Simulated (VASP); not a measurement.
**Mo: single point with LDA**

The system is Mo.

```
Mo
1.0
     0.00000    2.74724    2.74724
     2.74724    0.00000    2.74724
     2.74724    2.74724    0.00000
Mo
2
Direct
  0.12500 0.12500 0.12500
  0.87500 0.87500 0.87500
```

This cell differs from its parent crystal: volume scaled by 0.96.

```json
{
  "Program": "VASP 6.6.1",
  "Task": "single point",
  "Functional": "LDA",
  "Potentials or basis": "VASP PAW LDA potentials, release 64 (Mo_sv)",
  "Cutoff": "520 eV",
  "k mesh": "11 × 11 × 11",
  "Occupations": "fermi-dirac, width 0.1 eV",
  "Spin": "no spin polarisation",
  "Dipole correction": "no",
  "Further INCAR settings": "ALGO = Normal; EDIFF = 1e-06; NBANDS = 21"
}
```

```yaml
Pressure: 6.4 GPa
Band_gap_on_the_k_mesh: zero (band 14 reaches 8.18 eV, above the bottom of band 15 at 7.71 eV)
```

Levels at points of the mesh, in eV from the Fermi level:
| k point | band 11 | band 12 | band 13 | band 14 | band 15 | band 16 | band 17 | band 18 |
| --- | --- | --- | --- | --- | --- | --- | --- | --- |
| (0.00, 0.00, 0.00) | -2.67 | -1.48 | -1.48 | -1.48 | 1.41 | 1.41 | 1.41 | 4.90 |

It took 19 s on 1 thread of AMD EPYC 9R45 96-Core Processor (Zen 5), on a shared host, peak memory 0.14 GiB.
